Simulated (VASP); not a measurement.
Set up this calculation in VASP 6.6.1, as the native input.

| Quantity | Value |
| --- | --- |
| Task | single point |
| Functional | PBEsol |
| Potentials or basis | VASP PAW PBE potentials, release 64 (B, N) |
| Cutoff | 520 eV |
| k mesh | 10 × 10 × 10 |
| Occupations | gaussian, width 0.01 eV |
| Spin | no spin polarisation |
| Dipole correction | no |
| Further INCAR settings | ALGO = Normal; EDIFF = 1e-06; NBANDS = 11 |

The structure of BN lies in POSCAR:

```
BN
1.0
    1.2552785820      0.7247348017      3.3841398431
   -1.2552785820      0.7247348017      3.3841398431
    0.0000000000     -1.4494706067      3.3841398431
B N
1 1
Direct
    0.9996710000      0.9996710000      0.9996710000
    0.3327620000      0.3327620000      0.3327620000
```

These files were run (other wordings do the same):

INCAR

```
SYSTEM = BN
ALGO = Normal
EDIFF = 1E-6
ENCUT = 520
GGA = PS
ISIF = 2
ISMEAR = 0
LASPH = .TRUE.
LCHARG = .FALSE.
LREAL = .FALSE.
LWAVE = .FALSE.
NBANDS = 11
NELM = 60
PREC = Accurate
SIGMA = 0.01
```

KPOINTS

```
k-points
0
G
  10 10 10
  0 0 0
```

Potentials or basis: VASP PAW PBE potentials, release 64 (B, N).

Run with:

```sh
$ cat potpaw_PBE.64/B/POTCAR potpaw_PBE.64/N/POTCAR > POTCAR
$ mpirun -np 1 vasp_std > vasp.out
```

It gave:

```yaml
Pressure: -1.3 GPa
Largest_force: 0.003 eV/Å
Band_gap_on_the_k_mesh: 4.13 eV (least direct gap 4.80 eV)
```

Caveat: the PAW data sets were made with another functional, which shifts forces and pressure a little.

Wall time 22 s on 1 thread of Intel(R) Xeon(R) Platinum 8488C (Sapphire Rapids), with other jobs on the host, peak memory 0.16 GiB.
